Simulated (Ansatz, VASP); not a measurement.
**GaN: VASP beside Ansatz**

```
Ga N
1.0
    -0.01114    2.22214    2.22214
     2.22214   -0.01114    2.22214
     2.22214    2.22214   -0.01114
Ga N
1 1
Direct
  0.99961 0.99961 0.99961
  0.25039 0.25039 0.25039
```

Change from the starting cell: equal xy, yz and zx engineering shears of -0.5 %.

Alike in both runs: functional LDA; k mesh 10 × 10 × 10; non-collinear spin, spin-orbit coupling.

Ansatz relaxed the structure, and its values are those at the end. VASP's run is a single point on that final structure, the one shown.

|  | VASP | Ansatz |
| --- | --- | --- |
| version | VASP 6.6.1 | Ansatz 0.2.0 |
| potentials or method | VASP PAW LDA potentials, release 64 (Ga_d, N), cutoff 520 eV | all-electron LAPW |
| occupations | gaussian, width 0.01 eV | fixed |

|  | VASP | Ansatz | Ansatz less VASP |
| --- | --- | --- | --- |
| pressure (GPa) | 1.1 | 0.2 | -0.92 |

LDA's correlation is that of Perdew and Zunger in VASP and of Perdew and Wang (1992) in Ansatz. Ansatz ran all-electron here, and VASP with PAW potentials.
